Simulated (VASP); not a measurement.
Li4TaO, 6 atoms in the cell. It takes space group P6/mmm (No. 191, hexagonal). The conventional cell has a = 3.139 Å, b = 3.139 Å, c = 6.971 Å, α = 90.00°, β = 90.00°, γ = 120.00°. Within 2.4 Å of Li (site symmetry 3m) lie 3 Li at 1.81 Å. Ta (site symmetry 6/mmm) has 12 Li at 2.44 Å and 6 Ta at 3.14 Å within 3.2 Å. O (site symmetry 6/mmm) has 12 Li at 2.59 Å and 6 O at 3.14 Å within 3.4 Å. 

* Program: VASP 6.6.1
* Task: single point
* Functional: PBE
* Potentials or basis: VASP PAW PBE potentials, release 64 (Li_sv, Ta_pv, O)
* Cutoff: 520 eV
* k mesh: 6 × 6 × 4
* Occupations: gaussian, width 0.1 eV
* Spin: no spin polarisation
* Dipole correction: no
* Further INCAR settings: ALGO = Normal; EDIFF = 1e-07; NBANDS = 24

Potentials or basis: VASP PAW PBE potentials, release 64 (Li_sv, Ta_pv, O).

Command:

```bash
$ cat potpaw_PBE.64/Li_sv/POTCAR potpaw_PBE.64/Ta_pv/POTCAR potpaw_PBE.64/O/POTCAR > POTCAR
$ mpirun -np 1 vasp_std > vasp.out
```

Hardware: 1 thread of Intel(R) Xeon(R) 6975P-C (Granite Rapids) (shared host).

Task: Estimate the wall time of this run.

Result: It took 18 s on 1 thread of Intel(R) Xeon(R) 6975P-C (Granite Rapids) (shared host), peak memory 0.19 GiB. Counts: scf iterations 17, k points 21.
